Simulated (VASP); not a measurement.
A run of VASP 6.6.1 is set up as follows.

Contents of INCAR:

```
ALGO = Normal ; EDIFF = 1E-7
ENCUT = 520 ; GGA = PE
ISIF = 2 ; ISMEAR = 0
LASPH = True ; LCHARG = False
LREAL = False ; LWAVE = False
NBANDS = 54 ; NELM = 60
PREC = Accurate ; SIGMA = 0.01
```

KPOINTS

```
k-points
0
Gamma
  4 4 4
```

File POSCAR:

```
Cs2AgBiBr6
1.0
    0.0000000000      5.8498953414      5.8498953414
    5.8498953414      0.0000000000      5.8498953414
    5.8498953414      5.8498953414      0.0000000000
Cs Ag Bi Br
2 1 1 6
Direct
    0.2500000000      0.2500000000      0.2500000000
    0.7500000000      0.7500000000      0.7500000000
    0.0000000000      0.0000000000      0.0000000000
    0.5000000000      0.5000000000      0.5000000000
    0.2486135607      0.7513864393      0.7513864393
    0.2486135607      0.7513864393      0.2486135607
    0.7513864393      0.2486135607      0.7513864393
    0.7513864393      0.2486135607      0.2486135607
    0.7513864393      0.7513864393      0.2486135607
    0.2486135607      0.2486135607      0.7513864393
```

Potentials or basis: VASP PAW PBE potentials, release 64 (Cs_sv, Ag, Bi_d, Br).

Run with:

```sh
$ cat potpaw_PBE.64/Cs_sv/POTCAR potpaw_PBE.64/Ag/POTCAR potpaw_PBE.64/Bi_d/POTCAR potpaw_PBE.64/Br/POTCAR > POTCAR
$ mpirun -np 1 vasp_std > vasp.out
```

Q: Predict the pressure.

A: -1.2 GPa.

Q: What does it give for the largest force?

A: 0.156 eV/Å.

Q: Estimate the band gap on the k mesh.

A: 1.38 eV (least direct gap 2.25 eV).

Forces in eV/Å, atoms in the order of the input:
```
Cs   0.000  0.000  0.000
Cs   0.000  0.000  0.000
Ag   0.000  0.000  0.000
Bi   0.000  0.000  0.000
Br  -0.156  0.000  0.000
Br   0.000  0.156  0.000
Br   0.000 -0.156  0.000
Br   0.156  0.000  0.000
Br   0.000  0.000 -0.156
Br   0.000  0.000  0.156
```

Caveat: spin-orbit coupling is left out, which moves the levels of the heavy elements. A k mesh can miss the band edges.
